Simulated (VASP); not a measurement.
A run of VASP 6.6.1 is set up as follows.

INCAR

```
SYSTEM = PtSe
  PREC = Accurate
  ENCUT = 520
  EDIFF = 1E-7
  ISMEAR = -1
  SIGMA = 0.05
  LREAL = .FALSE.
  LASPH = .TRUE.
  NELM = 80
  ALGO = Normal
  ISIF = 2
  LWAVE = .FALSE.
  LCHARG = .TRUE.
  GGA = PE
  LELF = .TRUE.
  LVHAR = .TRUE.
  NBANDS = 15
```

Contents of KPOINTS:

```
regular mesh
0
G
  8 8 8
  0 0 0
```

File POSCAR:

```
PtSe
1.0
    0.0000000000      2.7984111300      2.7984111300
    2.7984111300      0.0000000000      2.7984111300
    2.7984111300      2.7984111300      0.0000000000
Pt Se
1 1
Direct
    0.5000000000      0.5000000000      0.5000000000
    0.0000000000      0.0000000000      0.0000000000
```

Potentials or basis: VASP PAW PBE potentials, release 64 (Pt, Se).

The run is started by

```console
$ cat potpaw_PBE.64/Pt/POTCAR potpaw_PBE.64/Se/POTCAR > POTCAR
$ mpirun -np 1 vasp_std > vasp.out
```

Estimate the pressure.

-14.6 GPa.

Predict the band gap on the k mesh.

zero (band 8 reaches 7.40 eV, above the bottom of band 9 at 3.94 eV).

Caveat: spin-orbit coupling is left out, which moves the levels of the heavy elements.
